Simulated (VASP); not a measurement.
# Ti4CN5 in VASP: notebook

Ti4CN5 is run at these levels: PBEsol; tasks: single point.

Program: VASP 6.6.1. These are calculated values, not measurements. Logs are shortened: lines on timing, memory, paths and dates and some standing lists are left out, and cuts for length are marked.

## Step 1: The cell of the first run

The cell holds a slab with vacuum, 10 atoms: a = 2.973 Å, b = 2.973 Å, c = 28.709 Å, α = 90.00°, β = 90.00°, γ = 120.00°.

## Step 2: Single point, PBEsol

Input file INCAR:

```
ALGO     = Normal         # electronic algorithm
DIPOL    = 0.5 0.5 0.487
EDIFF    = 1E-7           # SCF threshold, eV
ENCUT    = 520            # plane-wave cutoff, eV
GGA      = PS             # functional
IDIPOL   = 3            
ISIF     = 2              # what is computed and relaxed
ISMEAR   = 0              # smearing method
LASPH    = True           # aspherical terms in the spheres
LCHARG   = False          # write CHGCAR
LDIPOL   = True         
LREAL    = False          # projectors in reciprocal space
LWAVE    = False          # write WAVECAR
NBANDS   = 50             # bands
NELM     = 80             # most SCF steps
PREC     = Accurate       # precision mode
SIGMA    = 0.1            # smearing width, eV
```

Input file KPOINTS:

```
k-points
0
Gamma
  12 12 1
```

Input file POSCAR:

```
Ti4CN5
1.0
    2.9726300482      0.0000000000      0.0000000000
   -1.4863150241      2.5743731378      0.0000000000
    0.0000000000      0.0000000000     28.7085690827
N Ti C
5 4 1
Direct
    0.3333333333      0.6666666667      0.2960788459
    0.0000000000      0.0000000000      0.3806230202
    0.6666666667      0.3333333333      0.4654010906
    0.3333333333      0.6666666667      0.5503534123
    0.0000000000      0.0000000000      0.6358612776
    0.6666666667      0.3333333333      0.3383509330
    0.3333333333      0.6666666667      0.4228951074
    0.0000000000      0.0000000000      0.5087719990
    0.6666666667      0.3333333333      0.5893706916
    0.0000000000      0.0000000000      0.6780086801
```

Potentials or basis: VASP PAW PBE potentials, release 64 (N, Ti_sv, C).

Launch:

```console
$ cat potpaw_PBE.64/N/POTCAR potpaw_PBE.64/Ti_sv/POTCAR potpaw_PBE.64/C/POTCAR > POTCAR
$ mpirun -np 1 vasp_std > vasp.out
```

OUTCAR:

```text
EDIFF = 1E-7
   ENCUT = 520
   GGA = PS
   ISIF = 2
   ISMEAR = 0
   LASPH = True
   LREAL = False
   NELM = 80
   PREC = Accurate

 ion  position               nearest neighbor table
   1  0.333  0.667  0.296-   6 2.10   6 2.10   6 2.10
   2  0.000  0.000  0.381-   6 2.10   7 2.10   6 2.10   7 2.10   6 2.10   7 2.10
   3  0.667  0.333  0.465-   7 2.11   7 2.11   7 2.11   8 2.12   8 2.12   8 2.12
   4  0.333  0.667  0.550-   9 2.05   9 2.05   9 2.05   8 2.09   8 2.09   8 2.09
   5  0.000  0.000  0.636-  10 1.21   9 2.17   9 2.17   9 2.17
   6  0.667  0.333  0.338-   1 2.10   1 2.10   1 2.10   2 2.10   2 2.10   2 2.10
   7  0.333  0.667  0.423-   2 2.10   2 2.10   2 2.10   3 2.11   3 2.11   3 2.11
   8  0.000  0.000  0.509-   4 2.09   4 2.09   4 2.09   3 2.12   3 2.12   3 2.12   9 2.88   9 2.88
                             9 2.88
   9  0.667  0.333  0.589-   4 2.05   4 2.05   4 2.05   5 2.17   5 2.17   5 2.17   8 2.88   8 2.88
                             8 2.88
  10  0.000  0.000  0.678-   5 1.21

  LATTYP: Found a hexagonal cell.
 ALAT       =     2.9726300482
 C/A-ratio  =     9.6576326745

  Lattice vectors:

 A1 = (   2.9726300482,   0.0000000000,   0.0000000000)
 A2 = (  -1.4863150241,   2.5743731378,   0.0000000000)
 A3 = (   0.0000000000,   0.0000000000,  28.7085690827)

Analysis of symmetry for initial positions (statically):
=====================================================================
 Subroutine PRICEL returns:
 Original cell was already a primitive cell.

 Routine SETGRP: Setting up the symmetry group for a
 hexagonal supercell.

 Subroutine GETGRP returns: Found  6 space group operations
 (whereof  6 operations were pure point group operations)
 out of a pool of 24 trial point group operations.

The static configuration has the point symmetry C_3v.

Analysis of symmetry for dynamics (positions and initial velocities):
=====================================================================
 Subroutine PRICEL returns:
 Original cell was already a primitive cell.

 Routine SETGRP: Setting up the symmetry group for a
 hexagonal supercell.

 Subroutine GETGRP returns: Found  6 space group operations
 (whereof  6 operations were pure point group operations)
 out of a pool of 24 trial point group operations.

The dynamic configuration has the point symmetry C_3v.

 Subroutine INISYM returns: Found  6 space group operations
 (whereof  6 operations are pure point group operations),
 and found     1 'primitive' translations

----------------------------------------------------------------------------------------

                                     Primitive cell

  volume of cell :     219.6969

  direct lattice vectors                    reciprocal lattice vectors
     2.972630048  0.000000000  0.000000000     0.336402440  0.194222039  0.000000000
    -1.486315024  2.574373138  0.000000000     0.000000000  0.388444078  0.000000000
     0.000000000  0.000000000 28.708569083     0.000000000  0.000000000  0.034832805

  length of vectors
     2.972630048  2.972630048 28.708569083     0.388444078  0.388444078  0.034832805

  position of ions in fractional coordinates (direct lattice)
     0.333333333  0.666666667  0.296078846
     0.000000000  0.000000000  0.380623020
     0.666666667  0.333333333  0.465401091
     0.333333333  0.666666667  0.550353412
     0.000000000  0.000000000  0.635861278
     0.666666667  0.333333333  0.338350933
     0.333333333  0.666666667  0.422895107
     0.000000000  0.000000000  0.508771999
     0.666666667  0.333333333  0.589370692
     0.000000000  0.000000000  0.678008680

  ion indices of the primitive-cell ions
   primitive index   ion index
                 1           1
                 2           2
                 3           3
                 4           4
                 5           5
                 6           6
                 7           7
                 8           8
                 9           9
                10          10

----------------------------------------------------------------------------------------

 KPOINTS: k-points

Automatic generation of k-mesh.
 Grid dimensions read from file:
 generate k-points for:   12   12    1

 Generating k-lattice:

  Cartesian coordinates                     Fractional coordinates (reciprocal lattice)
     0.028033537  0.016185170  0.000000000     0.083333333  0.000000000  0.000000000
     0.000000000  0.032370340  0.000000000     0.000000000  0.083333333  0.000000000
     0.000000000  0.000000000  0.034832805     0.000000000  0.000000000  1.000000000

  Length of vectors
     0.032370340  0.032370340  0.034832805

  Shift w.r.t. Gamma in fractional coordinates (k-lattice)
     0.000000000  0.000000000  0.000000000

 Subroutine IBZKPT returns following result:
 ===========================================

 Found     19 irreducible k-points:

 Following reciprocal coordinates:
            Coordinates               Weight
  0.000000  0.000000  0.000000      1.000000
  0.083333  0.000000  0.000000      6.000000
  0.166667 -0.000000  0.000000      6.000000
  0.250000  0.000000  0.000000      6.000000
  0.333333 -0.000000  0.000000      6.000000
  0.416667  0.000000  0.000000      6.000000
[... 11 lines left out ...]
  0.333333  0.250000  0.000000     12.000000
  0.333333  0.333333  0.000000      2.000000
   k-points           NKPTS =     19   k-points in BZ     NKDIM =     19   number of bands    NBANDS=     50
   number of dos      NEDOS =    301   number of ions     NIONS =     10
   total plane-waves  NPLWV = 124416
   dimension x,y,z NGX =    24 NGY =   24 NGZ =  216
   dimension x,y,z NGXF=    48 NGYF=   48 NGZF=  432
   ions per type =               5   4   1
   NGX,Y,Z   is equivalent  to a cutoff of  13.42, 13.42, 12.51 a.u.
   NGXF,Y,Z  is equivalent  to a cutoff of  26.84, 26.84, 25.02 a.u.
 SYSTEM =  unknown system
   PREC   = accura    normal or accurate (medium, high low for compatibility)
   ISTART =      0    job   : 0-new  1-cont  2-samecut
   ICHARG =      2    charge: 1-file 2-atom 10-const
   ISPIN  =      1    spin polarized calculation?
   LNONCOLLINEAR =      F non collinear calculations
   LSORBIT =      F    spin-orbit coupling
   LASPH  =      T    aspherical Exc in radial PAW
   ENCUT  =  520.0 eV  38.22 Ry    6.18 a.u.   5.53  5.53 53.38*2*pi/ulx,y,z
   NELM   =     80;   NELMIN=  2; NELMDL= -5     # of ELM steps
   EDIFF  = 0.1E-06   stopping-criterion for ELM
   LREAL  =      F    real-space projection
   EDIFFG = 0.1E-05   stopping-criterion for IOM
   NSW    =      0    number of steps for IOM
   IBRION =     -1    ionic relax: 0-MD 1-quasi-New 2-CG
   NFREE  =      0    steps in history (QN), initial steepest desc. (CG)
   ISIF   =      2    stress and relaxation
   ISYM   =      2    0-nonsym 1-usesym 2-fastsym
   POTIM  = 0.5000    time-step for ionic-motion
   TEBEG  =    0.0;   TEEND  =   0.0 temperature during run
   PSTRESS=    0.0 pullay stress
   NELECT =      77.0000    total number of electrons
   NUPDOWN=      -1.0000    fix difference up-down
   EMIN   =  10.00;   EMAX   =-10.00  energy-range for DOS
   EFERMI =   0.00;   METHOD = LEGACY
   ISMEAR =     0;   SIGMA  =   0.10  broadening in eV -4-tet -1-fermi 0-gaus
   EFERMI_NEDOS =   21; number of points for ismear=-14 and -15
   IALGO  =     38    algorithm
   IMIX   =      4    mixing-type and parameters
     AMIX     =   0.40;   BMIX     =  1.00
     AMIX_MAG =   1.60;   BMIX_MAG =  1.00
  volume/ion in A,a.u.               =      21.97       148.26
  Fermi-wavevector in a.u.,A,eV,Ry     =   1.154243  2.181202 18.126716  1.332276
  Thomas-Fermi vector in A             =   2.290881
   LORBIT       =      0    0 simple, 1 ext, 2 COOP (PROOUT), +10 PAW based schemes
   GGA     = PS    functional components
   LHFCALC =     F    Hartree Fock is set to
   AEXX    =    0.0000 exact exchange contribution
   IVDW    =     0    specifies the selected vdW correction
   LEPSILON=     F    determine dielectric tensor
   LRPA    =     F    only Hartree local field effects (RPA)
 non-spin polarized calculation
 Gauss-broadening in eV      SIGMA  =   0.10
  energy-cutoff  :      520.00
  volume of cell :      219.70
 maximum number of plane-waves:      6035
 NGX is ok and might be reduce to    24
   NGX = 11   NGY = 11   NGZ =107

 dipolmoment           0.000000      0.000000      0.311307 electrons x Angstroem

 number of electron      77.0000016 magnetization

 dipolmoment           0.000000      0.000000     -0.044347 electrons x Angstroem

 Free energy of the ion-electron system (eV)
  ---------------------------------------------------
  ext. energy  EPLUGINS =         0.00000000
  ---------------------------------------------------
  free energy    TOTEN  =       -96.24268039 eV

  energy without entropy =      -96.22140043  energy(sigma->0) =      -96.23204041

 E-fermi :  -0.2455     XC(G=0):  -6.0195

 val. band max:       -0.2846406855   @ k =   0.2500   0.1667   0.0000
 cond. band min:      -0.2319127058   @ k =   0.3333   0.0833   0.0000
 fundamental gap:      0.0527279797
 Fermi energy:        -0.2455328386

 k-point     1 :       0.0000    0.0000    0.0000
  band No.  band energies     occupation
      1     -57.7725      2.00000
      2     -57.6923      2.00000
      3     -57.6111      2.00000
      4     -56.5266      2.00000
      5     -34.4651      2.00000
      6     -34.2201      2.00000
[... 42 lines left out ...]
     49       2.0160      0.00000
     50       2.0160      0.00000
[... 952 lines left out ...]
     49       2.7333      0.00000
     50       2.9884      0.00000

------------------------ aborting loop because EDIFF is reached ----------------------------------------

 vacuum level on the upper side and lower side of the slab       (xc-potential included)        -0.642         0.392

  FORCE on cell =-STRESS in cart. coord.  units (eV):
  Direction    XX          YY          ZZ          XY          YZ          ZX
  --------------------------------------------------------------------------------------
  -------------------------------------------------------------------------------------
  Total        0.4369388      0.4369388     -3.2639732     -0.0000000     -0.0000000      0.0000000
  in kB        3.1864515      3.1864515    -23.8030860     -0.0000000     -0.0000000      0.0000000
  external PRESSURE =      -5.8100610 kB  Pullay stress =       0.0000000 kB

 VOLUME and BASIS-vectors are now :
 -----------------------------------------------------------------------------
  energy-cutoff  :      520.00
  volume of cell :      219.70
      direct lattice vectors                 reciprocal lattice vectors
     2.972630048  0.000000000  0.000000000     0.336402440  0.194222039  0.000000000
    -1.486315024  2.574373138  0.000000000     0.000000000  0.388444078  0.000000000
     0.000000000  0.000000000 28.708569083     0.000000000  0.000000000  0.034832805

 POSITION                                       TOTAL-FORCE (eV/Angst)
 -----------------------------------------------------------------------------------
     -0.00000      1.71625      8.50000        -0.000000      0.000000      4.409456
      0.00000      0.00000     10.92714        -0.000000      0.000000      1.274694
      1.48632      0.85812     13.36100         0.000000      0.000000     -0.005064
     -0.00000      1.71625     15.79986        -0.000000     -0.000000      0.001508
      0.00000      0.00000     18.25467        -0.000000      0.000000     -0.274848
      1.48632      0.85812      9.71357        -0.000000     -0.000000     -5.744265
     -0.00000      1.71625     12.14071         0.000000     -0.000000      0.053830
      0.00000      0.00000     14.60612        -0.000000      0.000000     -0.022405
      1.48632      0.85812     16.91999         0.000000      0.000000      0.010049
      0.00000      0.00000     19.46466        -0.000000      0.000000      0.297046
 -----------------------------------------------------------------------------------
    total drift:                               -0.000000      0.000000     -0.001475

  FREE ENERGIE OF THE ION-ELECTRON SYSTEM (eV)
  ---------------------------------------------------
  free  energy   TOTEN  =       -96.2426803925 eV

  energy  without entropy=      -96.2214004344  energy(sigma->0) =      -96.23204041

 vacuum level on the upper side and lower side of the slab         6.683         7.737
```

It took 16 min on 1 thread of Intel Xeon 8259CL, shared host; peak memory 0.45 GiB.

Results:

```
Free energy            : -96.2427 eV
Largest force          : 5.744 eV/Å
Band gap on the k mesh : zero (an odd number of electrons rules out a gap without spin polarisation)
```

Forces on the atoms (eV/Å):
```
N    0.000  0.000  4.409
N    0.000  0.000  1.275
N    0.000  0.000 -0.005
N    0.000  0.000  0.002
N    0.000  0.000 -0.275
Ti   0.000  0.000 -5.744
Ti   0.000  0.000  0.054
Ti   0.000  0.000 -0.022
Ti   0.000  0.000  0.010
C    0.000  0.000  0.297
```

Levels at points of the mesh, in eV from the Fermi level:
```tsv
k point	band 37	band 38	band 39	band 40	band 41	band 42
(0.00, 0.00, 0.00)	-0.50	-0.11	-0.09	-0.09	0.44	0.44
(0.50, 0.00, 0.00)	-1.33	-0.39	-0.17	0.67	1.21	1.85
```

Caveat: the PAW data sets were made with another functional, which shifts forces and pressure a little.

## Step 3: Single point, PBEsol

Input file INCAR:

```
PREC = Accurate
ENCUT = 520
EDIFF = 1E-6
ISMEAR = 0
SIGMA = 0.1
LREAL = False
LASPH = True
NELM = 60
ALGO = Normal
ISIF = 2
LWAVE = False
LCHARG = False
LDIPOL = True
IDIPOL = 3
DIPOL = 0.5 0.5 0.485
GGA = PS
NBANDS = 50
```

Input file KPOINTS:

```
regular mesh
0
Gamma
  12 12 1
```

Input file POSCAR:

```
Ti4CN5
1.0
    2.9726300482      0.0000000000      0.0000000000
   -1.4863150241      2.5743731378      0.0000000000
    0.0000000000      0.0000000000     28.7085690827
N Ti C
5 4 1
Direct
    0.3333333333      0.6666666667      0.2960788459
    0.0000000000      0.0000000000      0.3806230202
    0.6666666667      0.3333333333      0.4648013758
    0.3333333333      0.6666666667      0.5500371537
    0.0000000000      0.0000000000      0.6544544946
    0.6666666667      0.3333333333      0.3383509330
    0.3333333333      0.6666666667      0.4228951074
    0.0000000000      0.0000000000      0.5073118516
    0.6666666667      0.3333333333      0.5910015578
    0.3333333333      0.6666666667      0.6473222670
```

Potentials or basis: VASP PAW PBE potentials, release 64 (N, Ti_sv, C).

Launch:

```console
$ cat potpaw_PBE.64/N/POTCAR potpaw_PBE.64/Ti_sv/POTCAR potpaw_PBE.64/C/POTCAR > POTCAR
$ mpirun -np 1 vasp_std > vasp.out
```

Run time: 16 min. Hardware: 1 thread of Intel Xeon 8259CL, shared host; peak memory 0.45 GiB.

Results (log left out):

```
Free energy            : -93.4529 eV
Largest force          : 5.896 eV/Å
Band gap on the k mesh : zero (an odd number of electrons rules out a gap without spin polarisation)
```

Forces in eV/Å, atoms in the order of the input:
```
N    0.000  0.000  4.454
N    0.000  0.000  1.196
N    0.000  0.000  0.005
N    0.000  0.000 -0.002
N    0.000  0.000  0.007
Ti   0.000  0.000 -5.896
Ti   0.000  0.000  0.218
Ti   0.000  0.000 -0.010
Ti   0.000  0.000  0.012
C    0.000  0.000  0.017
```

Levels at points of the mesh, in eV from the Fermi level:
| k point | band 36 | band 37 | band 38 | band 39 | band 40 | band 41 | band 42 | band 43 |
| --- | --- | --- | --- | --- | --- | --- | --- | --- |
| (0.00, 0.00, 0.00) | -0.47 | -0.47 | -0.14 | -0.11 | -0.11 | 0.32 | 0.32 | 0.84 |
| (0.50, 0.00, 0.00) | -1.65 | -0.73 | -0.41 | -0.36 | 0.27 | 1.57 | 1.93 | 2.06 |

Caveat: the PAW data sets were made with another functional, which shifts forces and pressure a little.

## Step 4: Single point, PBEsol

Input file INCAR:

```
PREC = Accurate
ENCUT = 520
EDIFF = 1E-7
ISMEAR = 0
SIGMA = 0.1
LREAL = False
LASPH = True
NELM = 100
ALGO = Normal
ISIF = 2
LWAVE = False
LCHARG = False
LDIPOL = True
IDIPOL = 3
DIPOL = 0.5 0.5 0.487
GGA = PS
NBANDS = 50
```

Input file KPOINTS:

```
Automatic mesh
0
Gamma
  12 12 1
```

Input file POSCAR:

```
Ti4CN5
1.0
    2.9726300482      0.0000000000      0.0000000000
   -1.4863150241      2.5743731378      0.0000000000
    0.0000000000      0.0000000000     28.7085690827
N Ti C
5 4 1
Direct
    0.3333333334      0.6666666667      0.2960788459
    0.0000000000      0.0000000000      0.3806230202
    0.6668507617      0.3337015235      0.4653726360
    0.3337583294      0.6675166588      0.5503225999
    0.0003712431      0.0007424862      0.6357739975
    0.6666666667      0.3333333333      0.3383509330
    0.3333333334      0.6666666667      0.4228951074
    0.0003059477      0.0006118955      0.5087755122
    0.6671236798      0.3342473596      0.5893285570
    0.0009920697      0.0019841393      0.6779244536
```

Launch:

```console
$ cat potpaw_PBE.64/N/POTCAR potpaw_PBE.64/Ti_sv/POTCAR potpaw_PBE.64/C/POTCAR > POTCAR
$ mpirun -np 1 vasp_std > vasp.out
```

It took 39 min on 1 thread of Intel Xeon 8259CL, shared host; peak memory 0.59 GiB.

It converged, with:

```
Free energy            : -96.2426 eV
Largest force          : 5.745 eV/Å
Band gap on the k mesh : zero (an odd number of electrons rules out a gap without spin polarisation)
```

Forces on the atoms (eV/Å):
```
N    0.000  0.000  4.410
N    0.000  0.002  1.274
N    0.000 -0.001  0.005
N    0.000 -0.005  0.003
N    0.000  0.001 -0.258
Ti   0.000  0.000 -5.745
Ti   0.000  0.004  0.048
Ti   0.000  0.001 -0.036
Ti   0.000 -0.001  0.005
C    0.000 -0.001  0.294
```

Levels at points of the mesh, in eV from the Fermi level:
```csv
k point,band 36,band 37,band 38,band 39,band 40,band 41,band 42,band 43
"(0.00, 0.00, 0.00)",-0.50,-0.50,-0.11,-0.09,-0.09,0.44,0.44,0.80
"(0.50, 0.00, 0.00)",-2.01,-1.33,-0.39,-0.17,0.66,1.21,1.84,1.93
"(0.00, 0.50, 0.00)",-2.01,-1.33,-0.39,-0.17,0.67,1.21,1.84,1.93
```

Caveat: the PAW data sets were made with another functional, which shifts forces and pressure a little.

## Step 5: Overview

| cell | gap on the mesh (eV) | largest force (eV/Å) |
| --- | --- | --- |
| as given, atomic positions A | none | 5.74 |
| as given, atomic positions B | none | 5.90 |
| as given, atomic positions C | none | 5.74 |

Alike in all rows: task single point; level PBEsol; potentials or basis VASP PAW PBE potentials, release 64 (N, Ti_sv, C); no spin polarisation; k mesh 12 × 12 × 1; cutoff (eV) 520; smearing gaussian 0.1 eV.

Caveats: the PAW data sets were made with another functional, which shifts forces and pressure a little.

Total energies depend on the potentials used, so only differences within one code and one set of settings carry meaning.

The gap in the log of VASP goes by the Fermi energy; the results here count the filled bands.